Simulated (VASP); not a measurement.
# Ag in VASP: further runs

Runs on Ag. Level: PBEsol. Tasks: single point.

Program: VASP 6.6.1. These are calculated values, not measurements. Logs are shortened: lines on timing, memory, paths and dates and some standing lists are left out, and cuts for length are marked.

## Step 1: The cell of the first run

The cell holds a slab with vacuum, 5 atoms: a = 2.869 Å, b = 2.869 Å, c = 24.358 Å, α = 90.00°, β = 90.00°, γ = 120.00°.

## Step 2: Single point, PBEsol

Contents of INCAR:

```
PREC = Accurate ; ENCUT = 520
EDIFF = 1E-7 ; ISMEAR = 0
SIGMA = 0.1 ; LREAL = False
LASPH = True ; NELM = 60
ALGO = Normal ; ISIF = 2
LWAVE = False ; LCHARG = True
LDIPOL = True ; IDIPOL = 3
DIPOL = 0.5 0.5 0.500 ; GGA = PS
LELF = True ; LVHAR = True
LVACPOTAV = True ; NBANDS = 36
```

Contents of KPOINTS:

```
Automatic mesh
0
Gamma
  12 12 1
```

Contents of POSCAR:

```
Ag
1.0
    2.8687411794      0.0000000000      0.0000000000
   -1.4343705897      2.4844027382      0.0000000000
    0.0000000000      0.0000000000     24.3576542219
Ag
5
Direct
    0.0000000000      0.0000000000      0.3079114241
    0.6666666667      0.3333333333      0.4038969264
    0.3333333333      0.6666666667      0.4998824287
    0.6666666667      0.3333333333      0.5961030736
    0.3333333333      0.6666666667      0.6920885759
```

Potentials or basis: VASP PAW PBE potentials, release 64 (Ag).

Run with:

```bash
$ cat potpaw_PBE.64/Ag/POTCAR > POTCAR
$ mpirun -np 1 vasp_std > vasp.out
```

OUTCAR:

```text
PREC = Accurate
   ENCUT = 520
   EDIFF = 1E-7
   ISMEAR = 0
   LREAL = False
   LASPH = True
   NELM = 60
   ISIF = 2
   GGA = PS

 ion  position               nearest neighbor table
   1  0.000  0.000  0.308-   2 2.87   2 2.87   2 2.87
   2  0.667  0.333  0.404-   3 2.87   3 2.87   1 2.87   1 2.87   1 2.87   3 2.87
   3  0.333  0.667  0.500-   2 2.87   2 2.87   2 2.87   4 2.87   4 2.87   4 2.87
   4  0.667  0.333  0.596-   5 2.87   5 2.87   5 2.87   3 2.87   3 2.87   3 2.87
   5  0.333  0.667  0.692-   4 2.87   4 2.87   4 2.87

  LATTYP: Found a hexagonal cell.
 ALAT       =     2.8687411794
 C/A-ratio  =     8.4907116741

  Lattice vectors:

 A1 = (   2.8687411794,   0.0000000000,   0.0000000000)
 A2 = (  -1.4343705897,   2.4844027382,   0.0000000000)
 A3 = (   0.0000000000,   0.0000000000,  24.3576542219)

Analysis of symmetry for initial positions (statically):
=====================================================================
 Subroutine PRICEL returns:
 Original cell was already a primitive cell.

 Routine SETGRP: Setting up the symmetry group for a
 hexagonal supercell.

 Subroutine GETGRP returns: Found  6 space group operations
 (whereof  6 operations were pure point group operations)
 out of a pool of 24 trial point group operations.

The static configuration has the point symmetry C_3v.

Analysis of symmetry for dynamics (positions and initial velocities):
=====================================================================
 Subroutine PRICEL returns:
 Original cell was already a primitive cell.

 Routine SETGRP: Setting up the symmetry group for a
 hexagonal supercell.

 Subroutine GETGRP returns: Found  6 space group operations
 (whereof  6 operations were pure point group operations)
 out of a pool of 24 trial point group operations.

The dynamic configuration has the point symmetry C_3v.

 Subroutine INISYM returns: Found  6 space group operations
 (whereof  6 operations are pure point group operations),
 and found     1 'primitive' translations

----------------------------------------------------------------------------------------

                                     Primitive cell

  volume of cell :     173.5996
[... 89 lines left out ...]
   EDIFF  = 0.1E-06   stopping-criterion for ELM
   LREAL  =      F    real-space projection
   EDIFFG = 0.1E-05   stopping-criterion for IOM
   NSW    =      0    number of steps for IOM
   IBRION =     -1    ionic relax: 0-MD 1-quasi-New 2-CG
   NFREE  =      0    steps in history (QN), initial steepest desc. (CG)
   ISIF   =      2    stress and relaxation
   ISYM   =      2    0-nonsym 1-usesym 2-fastsym
   POTIM  = 0.5000    time-step for ionic-motion
   TEBEG  =    0.0;   TEEND  =   0.0 temperature during run
   PSTRESS=    0.0 pullay stress
   NELECT =      55.0000    total number of electrons
   NUPDOWN=      -1.0000    fix difference up-down
   EMIN   =  10.00;   EMAX   =-10.00  energy-range for DOS
   EFERMI =   0.00;   METHOD = LEGACY
   ISMEAR =     0;   SIGMA  =   0.10  broadening in eV -4-tet -1-fermi 0-gaus
   EFERMI_NEDOS =   21; number of points for ismear=-14 and -15
   IALGO  =     38    algorithm
   IMIX   =      4    mixing-type and parameters
     AMIX     =   0.40;   BMIX     =  1.00
     AMIX_MAG =   1.60;   BMIX_MAG =  1.00
  volume/ion in A,a.u.               =      34.72       234.30
  Fermi-wavevector in a.u.,A,eV,Ry     =   1.116039  2.109008 16.946648  1.245544
  Thomas-Fermi vector in A             =   2.252649
   LORBIT       =      0    0 simple, 1 ext, 2 COOP (PROOUT), +10 PAW based schemes
   GGA     = PS    functional components
   LHFCALC =     F    Hartree Fock is set to
   AEXX    =    0.0000 exact exchange contribution
   IVDW    =     0    specifies the selected vdW correction
   LEPSILON=     F    determine dielectric tensor
   LRPA    =     F    only Hartree local field effects (RPA)
 non-spin polarized calculation
 Gauss-broadening in eV      SIGMA  =   0.10
  energy-cutoff  :      520.00
  volume of cell :      173.60
 maximum number of plane-waves:      4715
 NGX is ok and might be reduce to    24

 dipolmoment           0.000000      0.000000      0.001443 electrons x Angstroem

 number of electron      54.9999983 magnetization

 dipolmoment           0.000000      0.000000     -0.000104 electrons x Angstroem

 Free energy of the ion-electron system (eV)
  ---------------------------------------------------
  ext. energy  EPLUGINS =         0.00000000
  ---------------------------------------------------
  free energy    TOTEN  =       -15.60953671 eV

  energy without entropy =      -15.60012329  energy(sigma->0) =      -15.60483000

 E-fermi :   1.7382     XC(G=0):  -6.6984

 val. band max:        1.6766655134   @ k =   0.2500   0.0833   0.0000
 cond. band min:       1.7632867424   @ k =   0.4167   0.0000   0.0000
 fundamental gap:      0.0866212290
 Fermi energy:         1.7382348335

 k-point     1 :       0.0000    0.0000    0.0000
  band No.  band energies     occupation
      1      -5.9446      2.00000
      2      -5.3031      2.00000
      3      -4.6820      2.00000
      4      -4.5415      2.00000
      5      -4.5285      2.00000
      6      -3.0792      2.00000
[... 730 lines left out ...]
     35       8.1250      0.00000
     36       8.5057      0.00000

------------------------ aborting loop because EDIFF is reached ----------------------------------------

  FORCE on cell =-STRESS in cart. coord.  units (eV):
  Direction    XX          YY          ZZ          XY          YZ          ZX
  --------------------------------------------------------------------------------------
  -------------------------------------------------------------------------------------
  Total       -1.2808412     -1.2808412     -0.3081489     -0.0000000      0.0000000      0.0000000
  in kB      -11.8210772    -11.8210772     -2.8439530     -0.0000000      0.0000000      0.0000000
  external PRESSURE =      -8.8287024 kB  Pullay stress =       0.0000000 kB

 VOLUME and BASIS-vectors are now :
 -----------------------------------------------------------------------------
  energy-cutoff  :      520.00
  volume of cell :      173.60
      direct lattice vectors                 reciprocal lattice vectors
     2.868741179  0.000000000  0.000000000     0.348584950  0.201255615  0.000000000
    -1.434370590  2.484402738  0.000000000     0.000000000  0.402511229  0.000000000
     0.000000000  0.000000000 24.357654222     0.000000000  0.000000000  0.041054857

 POSITION                                       TOTAL-FORCE (eV/Angst)
 -----------------------------------------------------------------------------------
      0.00000      0.00000      7.50000        -0.000000      0.000000      0.004894
      1.43437      0.82813      9.83798        -0.000000      0.000000      0.056202
     -0.00000      1.65627     12.17596         0.000000     -0.000000      0.002304
      1.43437      0.82813     14.51967         0.000000      0.000000     -0.080012
     -0.00000      1.65627     16.85765        -0.000000     -0.000000      0.016612
 -----------------------------------------------------------------------------------
    total drift:                                0.000000      0.000000     -0.000054

  FREE ENERGIE OF THE ION-ELECTRON SYSTEM (eV)
  ---------------------------------------------------
  free  energy   TOTEN  =       -15.6095367061 eV

  energy  without entropy=      -15.6001232874  energy(sigma->0) =      -15.60483000

 vacuum level on the upper side and lower side of the slab         6.319         6.322
```

Wall time 2 min (1 thread of Intel Xeon 6975P-C (Granite Rapids), shared host); peak memory 0.35 GiB.

What came out:

```
Free energy            : -15.6095 eV
Largest force          : 0.080 eV/Å
Band gap on the k mesh : zero (an odd number of electrons rules out a gap without spin polarisation)
```

Forces in eV/Å, atoms in the order of the input:
```
Ag   0.000  0.000  0.005
Ag   0.000  0.000  0.056
Ag   0.000  0.000  0.002
Ag   0.000  0.000 -0.080
Ag   0.000  0.000  0.017
```

Levels at points of the mesh, in eV from the Fermi level:
| k point | band 24 | band 25 | band 26 | band 27 | band 28 | band 29 | band 30 | band 31 | band 32 | band 33 |
| --- | --- | --- | --- | --- | --- | --- | --- | --- | --- | --- |
| (0.00, 0.00, 0.00) | -3.35 | -3.13 | -3.13 | -2.99 | -2.99 | -2.83 | -0.75 | 0.11 | 4.12 | 4.60 |
| (0.50, 0.00, 0.00) | -2.69 | -2.67 | 0.10 | 0.42 | 1.11 | 1.45 | 1.62 | 4.34 | 4.64 | 5.25 |

Caveat: the PAW data sets were made with another functional, which shifts forces and pressure a little.

## Step 3: Single point, PBEsol

Contents of INCAR:

```
  PREC = Accurate
  ENCUT = 520
  EDIFF = 1E-7
  ISMEAR = 0
  SIGMA = 0.1
  LREAL = False
  LASPH = True
  NELM = 60
  ALGO = Normal
  ISIF = 2
  LWAVE = False
  LCHARG = True
  LDIPOL = True
  IDIPOL = 3
  DIPOL = 0.5 0.5 0.500
  GGA = PS
  LELF = True
  LVHAR = True
  LVACPOTAV = True
  NBANDS = 36
```

KPOINTS is that of step 2.

Contents of POSCAR:

```
Ag
1.0
    2.8687411794      0.0000000000      0.0000000000
   -1.4343705897      2.4844027382      0.0000000000
    0.0000000000      0.0000000000     24.3576542219
Ag
5
Direct
    0.0000000000      0.0000000000      0.3084718501
    0.6666666667      0.3333333333      0.4044737951
    0.3333333333      0.6666666667      0.4998323861
    0.6666666667      0.3333333333      0.5953921551
    0.3333333333      0.6666666667      0.6917122423
```

Potentials or basis: VASP PAW PBE potentials, release 64 (Ag).

Run with:

```bash
$ cat potpaw_PBE.64/Ag/POTCAR > POTCAR
$ mpirun -np 1 vasp_std > vasp.out
```

Run time: 1.8 min. Hardware: 1 thread of Intel Xeon 6975P-C (Granite Rapids), shared host; peak memory 0.35 GiB.

It converged, with:

* Free energy: -15.6107 eV
* Largest force: 0.005 eV/Å
* Band gap on the k mesh: zero (an odd number of electrons rules out a gap without spin polarisation)

Forces in eV/Å, atoms in the order of the input:
```
Ag   0.000  0.000  0.005
Ag   0.000  0.000  0.001
Ag   0.000  0.000  0.000
Ag   0.000  0.000  0.000
Ag   0.000  0.000 -0.005
```

Levels at points of the mesh, in eV from the Fermi level:
```
           k point  band 26  band 27  band 28  band 29  band 30  band 31
(0.00, 0.00, 0.00)    -3.13    -2.99    -2.99    -2.82    -0.75     0.12
(0.50, 0.00, 0.00)     0.09     0.42     1.11     1.45     1.62     4.34
```

Caveat: the PAW data sets were made with another functional, which shifts forces and pressure a little.

## Step 4: Single point, PBEsol

This run uses another cell than the first one: it holds 7 atoms, not 5.

Contents of INCAR:

```
SYSTEM = Ag
  PREC = Accurate
  ENCUT = 520
  EDIFF = 1E-6
  ISMEAR = 0
  SIGMA = 0.1
  LREAL = .False.
  LASPH = .True.
  NELM = 100
  ALGO = Normal
  ISIF = 2
  LWAVE = .False.
  LCHARG = .False.
  LDIPOL = .True.
  IDIPOL = 3
  DIPOL = 0.5 0.5 0.500
  GGA = PS
  NBANDS = 48
```

Contents of KPOINTS:

```
regular mesh
0
Gamma
  6 6 1
  0 0 0
```

Contents of POSCAR:

```
Ag
1.0
    2.8687411796      0.0000000000      0.0000000000
   -1.4343705898      2.4844027385      0.0000000000
    0.0000000000      0.0000000000     29.0393450970
Ag
7
Direct
    0.0000000000      0.0000000000      0.2582702873
    0.6666666667      0.3333333333      0.3387811138
    0.3333333333      0.6666666667      0.4192919404
    0.6666666667      0.3333333333      0.5000000000
    0.3333333333      0.6666666667      0.5805108265
    0.0000000000      0.0000000000      0.6610216531
    0.3333333333      0.6666666667      0.7417297127
```

Run with:

```bash
$ cat potpaw_PBE.64/Ag/POTCAR > POTCAR
$ mpirun -np 1 vasp_std > vasp.out
```

It took 4 min on 1 thread of Intel Xeon 8259CL, shared host; peak memory 0.35 GiB.

The run converged. Its results:

```
Free energy            : -22.0028 eV
Largest force          : 0.144 eV/Å
Band gap on the k mesh : zero (an odd number of electrons rules out a gap without spin polarisation)
```

Forces in eV/Å, atoms in the order of the input:
```
Ag   0.000  0.000 -0.041
Ag   0.000  0.000  0.142
Ag   0.000  0.000 -0.125
Ag   0.000  0.000 -0.004
Ag   0.000  0.000  0.138
Ag   0.000  0.000 -0.144
Ag   0.000  0.000  0.035
```

Levels at points of the mesh, in eV from the Fermi level:
| k point | band 38 | band 39 | band 40 | band 41 | band 42 | band 43 |
| --- | --- | --- | --- | --- | --- | --- |
| (0.00, 0.00, 0.00) | -2.98 | -2.91 | -2.91 | -1.99 | -0.42 | 0.05 |
| (0.50, 0.00, 0.00) | 0.70 | 1.03 | 1.40 | 1.58 | 1.67 | 4.35 |

Caveat: the k points lie up to 0.42 Å⁻¹ apart, too coarse for converged energies and pressures of a metal; the PAW data sets were made with another functional, which shifts forces and pressure a little.

## Step 5: Single point, PBEsol

This run uses another cell than the first one: it holds 7 atoms, not 5.

Contents of INCAR:

```
PREC     = Accurate       # precision mode
ENCUT    = 520            # plane-wave cutoff, eV
EDIFF    = 1E-7           # SCF threshold, eV
ISMEAR   = 0              # smearing method
SIGMA    = 0.1            # smearing width, eV
LREAL    = False          # projectors in reciprocal space
LASPH    = True           # aspherical terms in the spheres
NELM     = 80             # most SCF steps
ALGO     = Normal         # electronic algorithm
ISIF     = 2              # what is computed and relaxed
LWAVE    = False          # write WAVECAR
LCHARG   = False          # write CHGCAR
LDIPOL   = True         
IDIPOL   = 3            
DIPOL    = 0.5 0.5 0.500
GGA      = PS             # functional
NBANDS   = 48             # bands
```

Contents of KPOINTS:

```
Automatic mesh
0
Gamma
  12 12 1
```

Contents of POSCAR:

```
Ag
1.0
    2.8687411796      0.0000000000      0.0000000000
   -1.4343705898      2.4844027385      0.0000000000
    0.0000000000      0.0000000000     17.0393450970
Ag
7
Direct
    0.0000000000      0.0000000000      0.0880315524
    0.6666666667      0.3333333333      0.2252423232
    0.3333333333      0.6666666667      0.3624530941
    0.6666666667      0.3333333333      0.5000000000
    0.3333333333      0.6666666667      0.6372107709
    0.0000000000      0.0000000000      0.7744215418
    0.3333333333      0.6666666667      0.9119684476
```

Run with:

```bash
$ cat potpaw_PBE.64/Ag/POTCAR > POTCAR
$ mpirun -np 1 vasp_std > vasp.out
```

Wall time 5.6 min (1 thread of Intel Xeon 8259CL, shared host); peak memory 0.29 GiB.

The run converged. Its results:

- Free energy: -22.7143 eV
- Largest force: 0.462 eV/Å
- Band gap on the k mesh: zero (an odd number of electrons rules out a gap without spin polarisation)

Forces on the atoms (eV/Å):
```
Ag   0.000  0.000 -0.451
Ag   0.000  0.000 -0.053
Ag   0.000  0.000 -0.024
Ag   0.000  0.000  0.009
Ag   0.000  0.000  0.017
Ag   0.000  0.000  0.041
Ag   0.000  0.000  0.462
```

Levels at points of the mesh, in eV from the Fermi level:
```
           k point  band 35  band 36  band 37  band 38  band 39  band 40  band 41  band 42  band 43  band 44
(0.00, 0.00, 0.00)    -3.23    -3.23    -3.02    -3.02    -2.97    -2.97    -1.49    -1.47     3.17     4.79
(0.50, 0.00, 0.00)    -2.69     0.01     0.10     0.71     0.81     1.37     1.48     1.64     4.04     4.52
```

Caveat: the k points lie up to 0.37 Å⁻¹ apart, too coarse for converged energies and pressures of a metal; the PAW data sets were made with another functional, which shifts forces and pressure a little.

## Step 6: Overview

| cell | k mesh | gap on the mesh (eV) | largest force (eV/Å) |
| --- | --- | --- | --- |
| a = 2.869, b = 2.869, c = 24.358 Å, angles 90.0, 90.0, 120.0°, 5 atoms, atomic positions A | 12 × 12 × 1 | none | 0.08 |
| a = 2.869, b = 2.869, c = 24.358 Å, angles 90.0, 90.0, 120.0°, 5 atoms, atomic positions B | 12 × 12 × 1 | none | 0.01 |
| a = 2.869, b = 2.869, c = 29.039 Å, angles 90.0, 90.0, 120.0°, 7 atoms, atomic positions C | 6 × 6 × 1 | none | 0.14 |
| a = 2.869, b = 2.869, c = 17.039 Å, angles 90.0, 90.0, 120.0°, 7 atoms, atomic positions C | 12 × 12 × 1 | none | 0.46 |

Alike in all rows: task single point; level PBEsol; potentials or basis VASP PAW PBE potentials, release 64 (Ag); no spin polarisation; cutoff (eV) 520; smearing gaussian 0.1 eV.

Caveats: some runs use coarse meshes; the PAW data sets were made with another functional, which shifts forces and pressure a little.

Absolute energies hang on the potentials; compare differences alone.

The gap in the log of VASP goes by the Fermi energy; the results here count the filled bands.